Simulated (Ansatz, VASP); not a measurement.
# SnSe in VASP and in Ansatz

File INCAR:

```
SYSTEM = SnSe
PREC = Accurate
ENCUT = 520
EDIFF = 1E-6
ISMEAR = 0
SIGMA = 0.05
LREAL = .False.
LASPH = .True.
NELM = 80
ALGO = Normal
ISIF = 2
LWAVE = .False.
LCHARG = .False.
NBANDS = 17
```

The input KPOINTS:

```
Automatic mesh
0
Gamma
  6 6 6
  0 0 0
```

POSCAR

```
SnSe
1.0
   -0.0301000000      2.9949500000      2.9949500000
    2.9949500000     -0.0301000000      2.9949500000
    2.9949500000      2.9949500000     -0.0301000000
Sn Se
1 1
Direct
    0.0000000000      0.0000000000      0.0000000000
    0.5000000000      0.5000000000      0.5000000000
```

Input for Ansatz:

```yaml
crystal:
  lattice:
    - [-0.0301, 2.99495, 2.99495]
    - [2.99495, -0.0301, 2.99495]
    - [2.99495, 2.99495, -0.0301]
  atoms:
    - { symbol: Sn, position: [0.0, 0.0, 0.0] }
    - { symbol: Se, position: [0.5, 0.5, 0.5] }
basis:
  ecutwfc: 520.0
kpoints:
  mp_grid:
    grid: [6, 6, 6]
hamiltonian:
  xc: lda
  pseudopotentials:
    kind: paw
scf:
  occupations:
    method: gaussian
    width: 0.05
output:
  stress: true
```

Alike in both runs: task single point; functional LDA; k mesh 6 × 6 × 6; occupations gaussian, width 0.05 eV; no spin polarisation.

|  | VASP | Ansatz |
| --- | --- | --- |
| version | VASP 6.6.1 | Ansatz 0.2.0 |
| potentials or method | VASP PAW LDA potentials, release 64 (Sn_d, Se), cutoff 520 eV | plane waves, PAW |
| valence electrons in the cell | 20 | 30 |

```csv
,VASP,Ansatz,Ansatz less VASP
pressure (GPa),-3.6,-3.7,-0.09
"traceless stress, the component that is largest in VASP (GPa)",0.19,0.20,+0.001
```

LDA's correlation is that of Perdew and Zunger in VASP and of Perdew and Wang (1992) in Ansatz. VASP's potentials hold 20 valence electrons a cell and Ansatz's 30, so a difference there can come from the potentials and not from the codes.
